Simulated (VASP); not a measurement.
## P: single point with PBE

Crystal: P.

```
P
1.0
     1.62042   -5.45680    0.00000
     1.67507    5.47328    0.00000
     0.00000    0.00000    4.54364
P
4
Direct
  0.90414 0.09586 0.58882
  0.09586 0.90414 0.41118
  0.59586 0.40414 0.08882
  0.40414 0.59586 0.91118
```

```
Program             : VASP 6.6.1
Task                : single point
Functional          : PBE
Potentials or basis : VASP PAW PBE potentials, release 64 (P)
Cutoff              : 520 eV
k mesh              : 7 × 7 × 5
Occupations         : fermi-dirac, width 0.05 eV
Spin                : no spin polarisation
```

| Property | Result |
| --- | --- |
| Pressure | 1.7 GPa |
| Largest force | 0.290 eV/Å |
| Band gap on the k mesh | 0.30 eV |

Forces in eV/Å, atoms in the order of the input:
```
P   -0.042  0.119 -0.261
P    0.042 -0.119  0.261
P    0.042 -0.119 -0.261
P   -0.042  0.119  0.261
```

Stress tensor (GPa, compression positive):
```
 1.66 -0.42  0.00
-0.42  1.55  0.00
 0.00  0.00  1.86
```

Levels at points of the mesh, in eV from the valence-band top:
```tsv
k point	band 6	band 7	band 8	band 9	band 10	band 11	band 12	band 13	band 14	band 15
(0.00, 0.00, 0.00)	-4.84	-4.01	-2.73	-2.52	-1.16	0.63	1.07	1.95	2.87	5.44
```

Wall time 5.1 min on 1 thread of Intel Xeon 8259CL, with other jobs on the host, peak memory 0.28 GiB.

Caveat: semilocal functionals underestimate gaps, and a narrow one can read as zero. A k mesh can miss the band edges.
